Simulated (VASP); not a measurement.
# Mo (P6_3/mmc) in VASP: notebook

Mo is run at these levels: PBE; tasks: single point, relaxation of cell and atoms.

Program: VASP 6.6.1. These are calculated values, not measurements. Logs are shortened: lines on timing, memory, paths and dates and some standing lists are left out, and cuts for length are marked.

## (1) The cell of the first run

It takes space group P6_3/mmc (No. 194, hexagonal). Conventional cell: a = 2.753 Å, b = 2.753 Å, c = 4.896 Å, α = 90.00°, β = 90.00°, γ = 120.00°. Mo (site symmetry -6m2) has 12 Mo at 2.75 to 2.92 Å within 3.6 Å.

## (2) Single point, PBE

INCAR reads:

```
PREC = Accurate
ENCUT = 520
EDIFF = 1E-6
ISMEAR = 0
SIGMA = 0.1
LREAL = F
LASPH = T
NELM = 100
ALGO = Normal
ISIF = 2
LWAVE = F
LCHARG = F
GGA = PE
NBANDS = 21
```

KPOINTS reads:

```
Automatic mesh
0
Gamma
  9 9 4
```

POSCAR reads:

```
Mo
1.0
    2.7531358432      0.0000000000      0.0000000000
   -1.3765679216      2.3842855803      0.0000000000
    0.0000000000      0.0000000000      4.8962672073
Mo
2
Direct
    0.3333333333      0.6666666667      0.2500000000
    0.6666666667      0.3333333333      0.7500000000
```

Potentials or basis: VASP PAW PBE potentials, release 64 (Mo_sv).

Started as:

```
> cat potpaw_PBE.64/Mo_sv/POTCAR > POTCAR
> mpirun -np 1 vasp_std > vasp.out
```

OUTCAR:

```text
PREC = Accurate
   ENCUT = 520
   EDIFF = 1E-6
   ISMEAR = 0
   LREAL = F
   LASPH = T
   NELM = 100
   ISIF = 2
   GGA = PE

 ion  position               nearest neighbor table
   1  0.333  0.667  0.250-   2 2.92   2 2.92   2 2.92   2 2.92   2 2.92   2 2.92
   2  0.667  0.333  0.750-   1 2.92   1 2.92   1 2.92   1 2.92   1 2.92   1 2.92

  LATTYP: Found a hexagonal cell.
 ALAT       =     2.7531358432
 C/A-ratio  =     1.7784328439

  Lattice vectors:

 A1 = (   2.7531358432,   0.0000000000,   0.0000000000)
 A2 = (  -1.3765679216,   2.3842855803,   0.0000000000)
 A3 = (   0.0000000000,   0.0000000000,   4.8962672073)

Analysis of symmetry for initial positions (statically):
=====================================================================
 Subroutine PRICEL returns:
 Original cell was already a primitive cell.

 Routine SETGRP: Setting up the symmetry group for a
 hexagonal supercell.

 Subroutine GETGRP returns: Found 24 space group operations
 (whereof 12 operations were pure point group operations)
 out of a pool of 24 trial point group operations.

The static configuration has the point symmetry D_3d.
 The point group associated with its full space group is D_6h.

Analysis of symmetry for dynamics (positions and initial velocities):
=====================================================================
 Subroutine PRICEL returns:
 Original cell was already a primitive cell.

 Routine SETGRP: Setting up the symmetry group for a
 hexagonal supercell.

 Subroutine GETGRP returns: Found 24 space group operations
 (whereof 12 operations were pure point group operations)
 out of a pool of 24 trial point group operations.

The dynamic configuration has the point symmetry D_3d.
 The point group associated with its full space group is D_6h.

 Subroutine INISYM returns: Found 24 space group operations
 (whereof 12 operations are pure point group operations),
 and found     1 'primitive' translations

----------------------------------------------------------------------------------------

                                     Primitive cell

  volume of cell :      32.1404

  direct lattice vectors                    reciprocal lattice vectors
     2.753135843  0.000000000  0.000000000     0.363222179  0.209706423  0.000000000
    -1.376567922  2.384285580  0.000000000     0.000000000  0.419412846  0.000000000
     0.000000000  0.000000000  4.896267207     0.000000000  0.000000000  0.204237219

  length of vectors
     2.753135843  2.753135843  4.896267207     0.419412846  0.419412846  0.204237219

  position of ions in fractional coordinates (direct lattice)
     0.333333333  0.666666667  0.250000000
     0.666666667  0.333333333  0.750000000

  ion indices of the primitive-cell ions
   primitive index   ion index
                 1           1
                 2           2

----------------------------------------------------------------------------------------

 KPOINTS: Automatic mesh

Automatic generation of k-mesh.
 Grid dimensions read from file:
 generate k-points for:    9    9    4

 Generating k-lattice:

  Cartesian coordinates                     Fractional coordinates (reciprocal lattice)
     0.040358020  0.023300714  0.000000000     0.111111111 -0.000000000  0.000000000
     0.000000000  0.046601427  0.000000000     0.000000000  0.111111111  0.000000000
     0.000000000  0.000000000  0.051059305     0.000000000  0.000000000  0.250000000

  Length of vectors
     0.046601427  0.046601427  0.051059305

  Shift w.r.t. Gamma in fractional coordinates (k-lattice)
     0.000000000  0.000000000  0.000000000

 Subroutine IBZKPT returns following result:
 ===========================================

 Found     36 irreducible k-points:

 Following reciprocal coordinates:
            Coordinates               Weight
  0.000000  0.000000  0.000000      1.000000
  0.111111 -0.000000  0.000000      6.000000
  0.222222 -0.000000  0.000000      6.000000
  0.333333 -0.000000  0.000000      6.000000
  0.444444 -0.000000  0.000000      6.000000
  0.111111  0.111111  0.000000      6.000000
[... 16 lines left out ...]
  0.333333  0.222222  0.250000     24.000000
  0.333333  0.333333  0.250000      4.000000
 [... further k-points ...]
   k-points           NKPTS =     36   k-points in BZ     NKDIM =     36   number of bands    NBANDS=     21
   number of dos      NEDOS =    301   number of ions     NIONS =      2
   total plane-waves  NPLWV =  14400
   dimension x,y,z NGX =    20 NGY =   20 NGZ =   36
   dimension x,y,z NGXF=    40 NGYF=   40 NGZF=   72
   ions per type =               2
   NGX,Y,Z   is equivalent  to a cutoff of  12.08, 12.08, 12.22 a.u.
   NGXF,Y,Z  is equivalent  to a cutoff of  24.15, 24.15, 24.45 a.u.
 SYSTEM =  unknown system
   PREC   = accura    normal or accurate (medium, high low for compatibility)
   ISTART =      0    job   : 0-new  1-cont  2-samecut
   ICHARG =      2    charge: 1-file 2-atom 10-const
[... 78 lines left out ...]
      4     -22.5062      2.00000
      5     -22.4808      2.00000
      6     -22.3779      2.00000
[... 13 lines left out ...]
     20      16.6370      0.00000
     21      21.4104      0.00000

 k-point     3 :       0.2222   -0.0000    0.0000
  band No.  band energies     occupation
      1     -48.8838      2.00000
      2     -48.7592      2.00000
      3     -23.3634      2.00000
      4     -22.8682      2.00000
      5     -22.7582      2.00000
      6     -22.5299      2.00000
[... 13 lines left out ...]
     20      18.8771      0.00000
     21      21.1207      0.00000

 k-point     4 :       0.3333   -0.0000    0.0000
  band No.  band energies     occupation
      1     -48.7976      2.00000
      2     -48.7074      2.00000
      3     -23.2975      2.00000
      4     -23.1829      2.00000
      5     -23.1682      2.00000
      6     -22.5822      2.00000
[... 13 lines left out ...]
     20      20.8540      0.00000
     21      20.9796      0.00000

 k-point     5 :       0.4444   -0.0000    0.0000
  band No.  band energies     occupation
      1     -48.7353      2.00000
      2     -48.6785      2.00000
      3     -23.5708      2.00000
      4     -23.4257      2.00000
      5     -23.0278      2.00000
      6     -22.6530      2.00000
[... 13 lines left out ...]
     20      19.9555      0.00000
     21      22.3743      0.00000

 k-point     6 :       0.1111    0.1111    0.0000
  band No.  band energies     occupation
      1     -48.9058      2.00000
      2     -48.7737      2.00000
      3     -23.4061      2.00000
      4     -22.7184      2.00000
      5     -22.6647      2.00000
      6     -22.5211      2.00000
[... 13 lines left out ...]
     20      18.3436      0.00000
     21      21.2286      0.00000

 k-point     7 :       0.2222    0.1111    0.0000
  band No.  band energies     occupation
      1     -48.8266      2.00000
      2     -48.7237      2.00000
      3     -23.2469      2.00000
      4     -23.0955      2.00000
      5     -23.0197      2.00000
      6     -22.5741      2.00000
[... 13 lines left out ...]
     20      20.5130      0.00000
     21      21.0536      0.00000
[... 291 lines left out ...]
      1     -48.7412      2.00000
      2     -48.6941      2.00000
      3     -23.4668      2.00000
      4     -23.3698      2.00000
      5     -22.9499      2.00000
      6     -22.7025      2.00000
[... 13 lines left out ...]
     20      18.8664      0.00000
     21      23.3003      0.00000

 k-point    21 :       0.4444    0.1111    0.2500
  band No.  band energies     occupation
      1     -48.7105      2.00000
      2     -48.6790      2.00000
      3     -23.5842      2.00000
      4     -23.4778      2.00000
      5     -22.9023      2.00000
      6     -22.7129      2.00000
[... 13 lines left out ...]
     20      19.4715      0.00000
     21      23.3418      0.00000

 k-point    22 :       0.2222    0.2222    0.2500
  band No.  band energies     occupation
      1     -48.7468      2.00000
      2     -48.6971      2.00000
      3     -23.3275      2.00000
      4     -23.3079      2.00000
      5     -22.9421      2.00000
      6     -22.8001      2.00000
[... 13 lines left out ...]
     20      19.2335      0.00000
     21      23.8216      0.00000

 k-point    23 :       0.3333    0.2222    0.2500
  band No.  band energies     occupation
      1     -48.6994      2.00000
      2     -48.6744      2.00000
      3     -23.4336      2.00000
      4     -23.3567      2.00000
      5     -22.9931      2.00000
      6     -22.8790      2.00000
[... 13 lines left out ...]
     20      20.5350      0.00000
     21      23.1556      0.00000

 k-point    24 :       0.3333    0.3333    0.2500
  band No.  band energies     occupation
      1     -48.6747      2.00000
      2     -48.6747      2.00000
      3     -23.2532      2.00000
      4     -23.2461      2.00000
      5     -23.2461      2.00000
      6     -23.0651      2.00000
[... 13 lines left out ...]
     20      20.7051      0.00000
     21      21.6412      0.00000

 [... further k-points ...]

------------------------ aborting loop because EDIFF is reached ----------------------------------------

  FORCE on cell =-STRESS in cart. coord.  units (eV):
  Direction    XX          YY          ZZ          XY          YZ          ZX
  --------------------------------------------------------------------------------------
  -------------------------------------------------------------------------------------
  Total        0.1471311      0.1471311      0.0399595      0.0000000      0.0000000     -0.0000000
  in kB        7.3343900      7.3343900      1.9919568      0.0000000      0.0000000     -0.0000000
  external PRESSURE =       5.5535790 kB  Pullay stress =       0.0000000 kB

 VOLUME and BASIS-vectors are now :
 -----------------------------------------------------------------------------
  energy-cutoff  :      520.00
  volume of cell :       32.14
      direct lattice vectors                 reciprocal lattice vectors
     2.753135843  0.000000000  0.000000000     0.363222179  0.209706423  0.000000000
    -1.376567922  2.384285580  0.000000000     0.000000000  0.419412846  0.000000000
     0.000000000  0.000000000  4.896267207     0.000000000  0.000000000  0.204237219

 POSITION                                       TOTAL-FORCE (eV/Angst)
 -----------------------------------------------------------------------------------
     -0.00000      1.58952      1.22407        -0.000000      0.000000      0.000000
      1.37657      0.79476      3.67220         0.000000     -0.000000      0.000000
 -----------------------------------------------------------------------------------
    total drift:                               -0.000000      0.000000     -0.000000

  FREE ENERGIE OF THE ION-ELECTRON SYSTEM (eV)
  ---------------------------------------------------
  free  energy   TOTEN  =       -21.0171869552 eV

  energy  without entropy=      -21.0037330227  energy(sigma->0) =      -21.01045999
```

It took 14 s on 1 thread of Intel Xeon Platinum 8259CL at 2.50GHz (Skylake/Cascade Lake), shared host; peak memory 0.14 GiB.

What came out:

* Free energy: -21.0172 eV
* Pressure: 0.6 GPa
* Band gap on the k mesh: zero (band 14 reaches 13.12 eV, above the bottom of band 15 at 11.26 eV)

Stress tensor (GPa, compression positive):
```
0.73 0.00 0.00
0.00 0.73 0.00
0.00 0.00 0.20
```

Levels at points of the mesh, in eV from the Fermi level:
```tsv
k point	band 10	band 11	band 12	band 13	band 14	band 15	band 16	band 17	band 18	band 19
(0.00, 0.00, 0.00)	-4.78	-1.78	-0.70	-0.70	-0.20	-0.20	0.53	1.41	1.41	3.31
(0.00, 0.00, 0.50)	-5.21	-1.95	-1.95	-0.66	-0.66	-0.66	-0.66	2.66	2.66	2.66
```

## (3) Relaxation of cell and atoms, PBE

This run uses another cell than the first one, of 15.97 Å³/atom, 0.994 times its volume.

INCAR reads:

```
SYSTEM = Mo
ALGO = Normal
EDIFF = 1E-6
EDIFFG = -0.04
ENCUT = 600
GGA = PE
IBRION = 2
ISIF = 3
ISMEAR = 0
LASPH = .True.
LCHARG = .False.
LREAL = .False.
LWAVE = .False.
NELM = 100
NSW = 90
PREC = Accurate
SIGMA = 0.1
```

KPOINTS reads:

```
k-points
0
Gamma
  9 9 4
  0 0 0
```

POSCAR reads:

```
Mo
1.0
    2.8739028738      0.0000000000      0.0000000000
   -1.4369514369      2.4888728967      0.0000000000
    0.0000000000      0.0000000000      4.4643408703
Mo
2
Direct
    0.3333333333      0.6666666667      0.2500000000
    0.6666666667      0.3333333333      0.7500000000
```

Potentials or basis: VASP PAW PBE potentials, release 64 (Mo_sv).

Started as:

```
> cat potpaw_PBE.64/Mo_sv/POTCAR > POTCAR
> mpirun -np 1 vasp_std > vasp.out
```

Wall time 1.7 min (1 thread of Intel Xeon Platinum 8259CL at 2.50GHz (Skylake/Cascade Lake), shared host); peak memory 0.17 GiB.

It converged, with:

| Quantity | Value |
| --- | --- |
| Free energy | -21.0171 eV |
| Relaxed volume | 16.11 Å³/atom |
| Relaxed cell | a = 2.756 Å, b = 2.756 Å, c = 4.899 Å, α = 90.00°, β = 90.00°, γ = 120.00° |
| Space group after relaxing (to 0.05 Å) | P6_3/mmc (No. 194) |
| Energy gained by relaxing | 52.6 meV/atom |
| Ionic steps | 12 |
| Pressure after relaxing | -0.2 GPa |
| Band gap on the k mesh | zero (band 14 reaches 13.07 eV, above the bottom of band 15 at 11.21 eV) |

Stress tensor (GPa, compression positive):
```
-0.12  0.00  0.00
 0.00 -0.12  0.00
 0.00  0.00 -0.33
```

Step by step:
```
step  energy change (eV)  largest force (eV/Å)  pressure (GPa)  volume (Å³)
   1              0.0000                0.0000            0.79        31.93
   2              0.0004                0.0000           -1.94        32.30
   3             -0.0006                0.0000           -0.42        32.09
   4             -0.0023                0.0000           -0.70        32.12
   5             -0.0080                0.0000           -1.32        32.19
   6             -0.0471                0.0000           -1.54        32.31
   7             -0.0941                0.0000           -0.93        32.42
   8             -0.1034                0.0000           -1.56        32.39
   9             -0.1043                0.0000           -1.47        32.40
  10             -0.1032                0.0000            0.40        32.18
  11             -0.1047                0.0000           -0.87        32.33
  12             -0.1052                0.0000           -0.19        32.23
```

Final structure:
```cif
data_structure
_symmetry_space_group_name_H-M 'P 1'
_symmetry_Int_Tables_number 1
_cell_length_a 2.7563
_cell_length_b 2.7563
_cell_length_c 4.8986
_cell_angle_alpha 90.000
_cell_angle_beta 90.000
_cell_angle_gamma 120.000
_cell_volume 32.23
loop_
_atom_site_label
_atom_site_type_symbol
_atom_site_fract_x
_atom_site_fract_y
_atom_site_fract_z
_atom_site_occupancy
Mo1 Mo 0.33333 0.66667 0.25000 1
Mo2 Mo 0.66667 0.33333 0.75000 1
```

Levels at points of the mesh, in eV from the Fermi level:
| k point | band 12 | band 13 | band 14 | band 15 | band 16 | band 17 |
| --- | --- | --- | --- | --- | --- | --- |
| (0.00, 0.00, 0.00) | -0.69 | -0.69 | -0.20 | -0.20 | 0.54 | 1.40 |
| (0.00, 0.00, 0.50) | -1.94 | -0.66 | -0.66 | -0.66 | -0.66 | 2.65 |

## (4) Single point, PBE

This run uses another cell than the first one: it holds 4 atoms, not 2.

INCAR reads:

```
PREC = Accurate ; ENCUT = 520
EDIFF = 1E-6 ; ISMEAR = 0
SIGMA = 0.1 ; LREAL = False
LASPH = True ; NELM = 100
ALGO = Normal ; ISIF = 2
LWAVE = False ; LCHARG = False
GGA = PE ; NBANDS = 36
```

KPOINTS reads:

```
Automatic mesh
0
Gamma
  6 6 2
```

POSCAR reads:

```
Mo
1.0
    2.8379710606     -0.0000000001      0.0000000000
   -1.4189855303      2.4577550337      0.0000000000
    0.0000000000      0.0000000000      9.1343004985
Mo
4
Direct
    0.0000000000      0.0000000000      0.0000000000
    0.0000000000      0.0000000000      0.5000000000
    0.3333333333      0.6666666667      0.7500000000
    0.6666666667      0.3333333333      0.2500000000
```

Started as:

```
> cat potpaw_PBE.64/Mo_sv/POTCAR > POTCAR
> mpirun -np 1 vasp_std > vasp.out
```

Run time: 52 s. Hardware: 1 thread of AMD EPYC 7R43 (Zen 3), shared host; peak memory 0.15 GiB.

The run converged. Its results:

- Free energy: -42.0031 eV
- Pressure: 0.7 GPa
- Band gap on the k mesh: zero (band 28 reaches 12.93 eV, above the bottom of band 29 at 11.39 eV)

Stress tensor (GPa, compression positive):
```
0.77 0.00 0.00
0.00 0.77 0.00
0.00 0.00 0.63
```

Levels at points of the mesh, in eV from the Fermi level:
| k point | band 26 | band 27 | band 28 | band 29 | band 30 | band 31 |
| --- | --- | --- | --- | --- | --- | --- |
| (0.00, 0.00, 0.00) | -0.84 | -0.56 | -0.35 | -0.35 | -0.16 | -0.16 |
| (0.50, 0.00, 0.00) | -0.69 | 0.22 | 1.06 | 1.06 | 2.24 | 3.25 |
| (0.00, 0.00, 0.50) | -0.74 | -0.48 | -0.48 | -0.48 | -0.48 | 0.36 |
| (0.50, 0.00, 0.50) | -0.43 | 0.51 | 0.51 | 1.35 | 1.35 | 3.07 |

Caveat: the k points lie up to 0.43 Å⁻¹ apart.

## (5) Relaxation of cell and atoms, PBE

This run uses another cell than the first one: it holds 4 atoms, not 2.

INCAR reads:

```
SYSTEM = Mo
PREC = Accurate ; ENCUT = 600
EDIFF = 1E-6 ; ISMEAR = 0
SIGMA = 0.1 ; LREAL = .FALSE.
LASPH = .TRUE. ; NELM = 100
ALGO = Normal ; ISIF = 3
LWAVE = .FALSE. ; LCHARG = .FALSE.
GGA = PE ; IBRION = 2
NSW = 90 ; EDIFFG = -0.04
```

KPOINTS reads:

```
Automatic mesh
0
G
  6 6 2
  0 0 0
```

POSCAR reads:

```
Mo
1.0
    2.8984647600      0.0000000000      0.0000000000
   -1.4492323799      2.5101441141      0.0000000000
    0.0000000000      0.0000000000      9.3481209292
Mo
4
Direct
    0.0000000000      0.0000000000      0.0000000000
    0.0000000000      0.0000000000      0.5000000000
    0.3333333333      0.6666666667      0.7500000000
    0.6666666667      0.3333333333      0.2500000000
```

Started as:

```
> cat potpaw_PBE.64/Mo_sv/POTCAR > POTCAR
> mpirun -np 1 vasp_std > vasp.out
```

Wall time 2.6 min (1 thread of AMD EPYC 7R43 (Zen 3), shared host); peak memory 0.18 GiB.

Results (log left out):

- Free energy: -42.0073 eV
- Relaxed volume: 15.98 Å³/atom
- Relaxed cell: a = 2.840 Å, b = 2.840 Å, c = 9.149 Å, α = 90.00°, β = 90.00°, γ = 120.00°
- Space group after relaxing (to 0.05 Å): P6_3/mmc (No. 194)
- Energy gained by relaxing: 45.3 meV/atom
- Ionic steps: 4
- Pressure after relaxing: -0.1 GPa
- Band gap on the k mesh: zero (band 28 reaches 12.88 eV, above the bottom of band 29 at 11.35 eV)

Stress tensor (GPa, compression positive):
```
-0.03  0.00  0.00
 0.00 -0.03  0.00
 0.00  0.00 -0.32
```

Step by step:
```tsv
step	energy change (eV)	largest force (eV/Å)	pressure (GPa)	volume (Å³)
1	0.0000	0.0000	-13.26	68.01
2	0.9980	0.0000	48.73	55.08
3	-0.1806	0.0000	-0.85	64.10
4	-0.1811	0.0000	-0.12	63.91
```

Final structure:
```yaml
crystal:
  lattice:
    - [2.84013, 0.00000, 0.00000]
    - [-1.42006, 2.45962, 0.00000]
    - [0.00000, 0.00000, 9.14889]
  atoms:
    - { symbol: Mo, position: [0.00000, 0.00000, 0.00000] }
    - { symbol: Mo, position: [0.00000, 0.00000, 0.50000] }
    - { symbol: Mo, position: [0.33333, 0.66667, 0.75000] }
    - { symbol: Mo, position: [0.66667, 0.33333, 0.25000] }
```

Levels at points of the mesh, in eV from the Fermi level:
| k point | band 26 | band 27 | band 28 | band 29 | band 30 | band 31 |
| --- | --- | --- | --- | --- | --- | --- |
| (0.00, 0.00, 0.00) | -0.83 | -0.57 | -0.34 | -0.34 | -0.15 | -0.15 |
| (0.50, 0.00, 0.00) | -0.69 | 0.21 | 1.06 | 1.06 | 2.23 | 3.24 |
| (0.00, 0.00, 0.50) | -0.73 | -0.47 | -0.47 | -0.47 | -0.47 | 0.34 |
| (0.50, 0.00, 0.50) | -0.43 | 0.51 | 0.51 | 1.34 | 1.34 | 3.06 |

Caveat: the k points lie up to 0.43 Å⁻¹ apart in the final cell.

## (6) The runs side by side

```tsv
task	cell	k mesh	cutoff (eV)	gap on the mesh (eV)	pressure (GPa)	relaxed volume (Å³/atom)
single point	a = 2.753, b = 2.753, c = 4.896 Å, angles 90.0, 90.0, 120.0°, 2 atoms	9 × 9 × 4	520	none	0.6	-
relaxation of cell and atoms	relaxed from a = 2.874, b = 2.874, c = 4.464 Å, angles 90.0, 90.0, 120.0°, 2 atoms	9 × 9 × 4	600	none	-0.2	16.11
single point	a = 2.838, b = 2.838, c = 9.134 Å, angles 90.0, 90.0, 120.0°, 4 atoms	6 × 6 × 2	520	none	0.7	-
relaxation of cell and atoms	relaxed from a = 2.898, b = 2.898, c = 9.348 Å, angles 90.0, 90.0, 120.0°, 4 atoms	6 × 6 × 2	600	none	-0.1	15.98
```

Alike in all rows: level PBE; potentials or basis VASP PAW PBE potentials, release 64 (Mo_sv); no spin polarisation; smearing gaussian 0.1 eV.

Caveats: some runs use coarse meshes.

Absolute energies hang on the potentials; compare differences alone.
